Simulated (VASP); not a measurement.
Pt, 3 atoms in the cell. Symmetry: P6/mmm, No. 191, hexagonal system. Conventional cell: a = 4.402 Å, b = 4.402 Å, c = 2.698 Å, α = 90.00°, β = 90.00°, γ = 120.00°. Pt (site symmetry 6/mmm) has 14 Pt at 2.70 to 2.88 Å within 3.6 Å. Within 3.4 Å of Pt (site symmetry -6m2) lie 11 Pt at 2.54 to 2.88 Å. This isn't the form of Pt at room conditions, which is fcc.

| Quantity | Value |
| --- | --- |
| Program | VASP 6.6.1 |
| Task | relaxation of cell and atoms |
| Functional | revPBE |
| Potentials or basis | VASP PAW PBE potentials, release 64 (Pt) |
| Cutoff | 600 eV |
| k mesh | 8 × 8 × 12 |
| Occupations | fermi-dirac, width 0.1 eV |
| Spin | no spin polarisation |
| Dipole correction | no |
| Further INCAR settings | ALGO = Normal; EDIFF = 1e-07; IBRION = 2; EDIFFG = -0.01; NSW = 80; ISIF = 3 |

Potentials or basis: VASP PAW PBE potentials, release 64 (Pt).

Launch:

```sh
$ cat potpaw_PBE.64/Pt/POTCAR > POTCAR
$ mpirun -np 1 vasp_std > vasp.out
```

Hardware: 1 thread of Intel(R) Xeon(R) Platinum 8259CL CPU @ 2.50GHz (Skylake/Cascade Lake), on a shared host.

How long does it take, and how much memory?

Run time: 6.5 min on 1 thread of Intel(R) Xeon(R) Platinum 8259CL CPU @ 2.50GHz (Skylake/Cascade Lake), on a shared host, peak memory 0.22 GiB. Counts: scf iterations 82, k points 70, ion steps 9.
